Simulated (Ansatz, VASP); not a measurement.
## One calculation of Yb, two programs

```
Yb
1.0
     0.00000    2.67439    2.29169
     2.67439    0.00000    2.29169
     2.67439    2.67439    0.00000
Yb
1
Direct
  0.00000 0.00000 0.00000
```

Alike in both runs: task single point; functional PBE; k mesh 16 × 16 × 16; occupations gaussian, width 0.15 eV; no spin polarisation.

|  | VASP | Ansatz |
| --- | --- | --- |
| version | VASP 6.6.1 | Ansatz 0.2.0 |
| potentials or method | VASP PAW PBE potentials, release 64 (Yb), cutoff 520 eV | scalar-relativistic, plane waves, PAW |
| valence electrons in the cell | 24 | 24 |

|  | VASP | Ansatz | Ansatz less VASP |
| --- | --- | --- | --- |
| gap on the k mesh at the Fermi level (eV) | none | none | - |
| pressure (GPa) | 1.1 | 1.5 | +0.37 |
| traceless stress, the component that is largest in VASP (GPa) | -0.38 | -0.38 | 0.000 |

A gap of «none» marks a metal or a gap that the smearing closes.

Spin-orbit coupling is off throughout.
